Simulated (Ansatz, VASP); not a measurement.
CsBOs in VASP and in Ansatz

```
CELL_PARAMETERS angstrom
4.36755 0.00000 0.00000
0.00000 4.36755 0.00000
0.00000 0.00000 8.08512
ATOMIC_POSITIONS crystal
Cs 0.00000 0.00000 0.50000
Cs 0.50000 0.50000 0.50000
B 0.50000 0.00000 0.77545
B 0.00000 0.50000 0.22455
Os 0.50000 0.00000 0.99830
Os 0.00000 0.50000 0.00170
```

Alike in both runs: functional PBE; k mesh 6 × 6 × 2; occupations gaussian, width 0.1 eV; no spin polarisation.

Ansatz relaxed the structure, and its values are those at the end. VASP's run is a single point on that final structure, the one shown.

|  | VASP | Ansatz |
| --- | --- | --- |
| version | VASP 6.6.1 | Ansatz 0.2.0 |
| potentials or method | VASP PAW PBE potentials, release 64 (Cs_sv, B, Os), cutoff 520 eV | scalar-relativistic, plane waves, PAW |
| valence electrons in the cell | 40 | 56 |

|  | VASP | Ansatz | Ansatz less VASP |
| --- | --- | --- | --- |
| gap on the k mesh at the Fermi level (eV) | none | none | - |
| pressure (GPa) | 0.8 | 0.2 | -0.59 |
| rms of the force components (eV/Å) | 0.094 | 0.006 | -0.0887 |

A gap of «none» marks a metal or a gap that the smearing closes. With one functional, cell and mesh, what is left measures potentials, basis and numerics. VASP's potentials hold 40 valence electrons a cell and Ansatz's 56, so a difference there can come from the potentials and not from the codes.

The k mesh is coarse, so the values compare programs but aren't converged. Spin-orbit coupling is off throughout.
